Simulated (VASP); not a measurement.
# WS2 (Tungstenite): single point with PBEsol

Crystal: WS2 (Tungstenite).

```
W S
1.0
     1.57900    0.91164    6.16333
    -1.57900    0.91164    6.16333
     0.00000   -1.82327    6.16333
W S
1 2
Cartesian
  0.0000 0.0000 0.0000
  0.0000 0.0000 10.7427
  0.0000 0.0000 13.8730
```

```
Program                : VASP 6.6.1
Task                   : single point
Functional             : PBEsol
Potentials or basis    : VASP PAW PBE potentials, release 64 (W_sv, S)
Cutoff                 : 520 eV
k mesh                 : 8 × 8 × 8
Occupations            : fermi-dirac, width 0.05 eV
Spin                   : no spin polarisation
Dipole correction      : no
Further INCAR settings : ALGO = Normal; EDIFF = 1e-07; NBANDS = 20
```

The pressure is -0.5 GPa and the largest force is 0.602 eV/Å. The band gap on the k mesh is 1.14 eV, indirect (least direct gap 2.31 eV).

Forces on the atoms (eV/Å):
```
W    0.000  0.000 -0.602
S    0.000  0.000  0.349
S    0.000  0.000  0.253
```

Stress tensor (GPa, compression positive):
```
-0.87  0.00  0.00
 0.00 -0.87  0.00
 0.00  0.00  0.21
```

Levels at points of the mesh, in eV from the valence-band top:
```csv
k point,band 9,band 10,band 11,band 12,band 13,band 14,band 15,band 16,band 17,band 18
"(0.00, 0.00, 0.00)",-3.54,-2.28,-2.28,-1.57,-1.23,2.19,2.19,2.55,2.55,4.65
"(0.50, 0.00, 0.00)",-5.33,-4.16,-2.58,-1.80,-1.74,2.30,2.59,3.60,3.88,4.34
"(0.50, 0.50, 0.00)",-5.03,-4.08,-3.19,-2.00,-1.56,2.25,2.70,3.20,4.39,4.93
"(0.50, 0.50, 0.50)",-3.56,-3.56,-2.25,-2.25,0.00,2.31,2.31,2.39,2.39,4.88
```

It took 2.5 min on 1 thread of Intel(R) Xeon(R) Platinum 8259CL CPU @ 2.50GHz (Skylake/Cascade Lake), with other jobs on the host, peak memory 0.34 GiB.

Caveat: the PAW data sets were made with another functional, which shifts forces and pressure a little; spin-orbit coupling is left out, which moves the levels of the heavy elements. A k mesh can miss the band edges.
